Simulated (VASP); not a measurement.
Si5Mo3, 24 atoms in the cell. The cell holds a disordered packing, 24 atoms: a = 7.460 Å, b = 6.805 Å, c = 7.543 Å, α = 88.30°, β = 87.28°, γ = 88.68°. 

* Program: VASP 6.6.1
* Task: single point
* Functional: PBE
* Potentials or basis: VASP PAW PBE potentials, release 64 (Si, Mo_sv)
* Cutoff: 400 eV
* k mesh: 1 × 1 × 1, shifted
* Occupations: fermi-dirac, width 0.2671 eV
* Spin: no spin polarisation
* Dipole correction: no
* Further INCAR settings: LREAL = Auto; ALGO = Normal; EDIFF = 1e-06; NBANDS = 111; ISYM = -1

Potentials or basis: VASP PAW PBE potentials, release 64 (Si, Mo_sv).

Run with:

```console
$ cat potpaw_PBE.64/Si/POTCAR potpaw_PBE.64/Mo_sv/POTCAR > POTCAR
$ mpirun -np 1 vasp_std > vasp.out
```

Hardware: 1 thread of AMD EPYC 7R43 64-Core Processor (Zen 3) (shared host).

Problem. Estimate the wall time of this run.

Solution. Wall time 2.8 min on 1 thread of AMD EPYC 7R43 64-Core Processor (Zen 3), on a shared host, peak memory 0.3 GiB. Counts: scf iterations 20, k points 1.
